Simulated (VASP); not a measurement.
CuAu (Tetraauricupride): single point with PBE+D3(BJ)

CuAu (Tetraauricupride):

```xyz
2
Lattice="2.8310 0.0000 0.0000 0.0000 2.8310 0.0000 0.0000 0.0000 3.5765" Properties=species:S:1:pos:R:3 pbc="T T T"
Cu    1.4155    1.4155    1.7883
Au    0.0000    0.0000    0.0000
```

```
Program             : VASP 6.6.1
Task                : single point
Functional          : PBE
Dispersion          : D3(BJ)
Potentials or basis : VASP PAW PBE potentials, release 64 (Cu, Au)
Cutoff              : 520 eV
k mesh              : 16 × 16 × 12
Occupations         : gaussian, width 0.1 eV
Spin                : no spin polarisation
```

```yaml
Pressure: -0.1 GPa
Band_gap_on_the_k_mesh: zero (band 11 reaches 14.22 eV, above the bottom of band 12 at 6.89 eV)
Dispersion_energy_per_atom: -0.623 eV
```

Levels at points of the mesh, in eV from the Fermi level:
| k point | band 8 | band 9 | band 10 | band 11 | band 12 | band 13 | band 14 | band 15 |
| --- | --- | --- | --- | --- | --- | --- | --- | --- |
| (0.00, 0.00, 0.00) | -2.16 | -1.75 | -1.52 | -1.52 | 2.61 | 8.84 | 9.60 | 9.60 |
| (0.50, 0.00, 0.00) | -3.07 | -2.52 | -2.31 | -1.02 | -0.35 | 9.91 | 9.97 | 11.78 |
| (0.50, 0.50, 0.00) | -1.76 | -1.39 | -1.39 | 0.39 | 0.39 | 4.87 | 6.74 | 10.42 |
| (0.00, 0.00, 0.50) | -2.89 | -2.46 | -2.46 | -2.35 | -2.10 | 14.12 | 14.45 | 14.45 |
| (0.50, 0.00, 0.50) | -1.84 | -1.61 | -1.56 | -1.11 | -1.10 | 2.67 | 4.57 | 15.65 |
| (0.50, 0.50, 0.50) | -2.20 | -1.80 | -1.76 | 5.23 | 5.51 | 5.51 | 5.98 | 6.74 |

It took 49 s on 1 thread of Intel(R) Xeon(R) 6975P-C (Granite Rapids), with other jobs on the host, peak memory 0.3 GiB.

Caveat: spin-orbit coupling is left out, which moves the levels of the heavy elements; pairwise dispersion overbinds metals, which lowers pressure and volume.
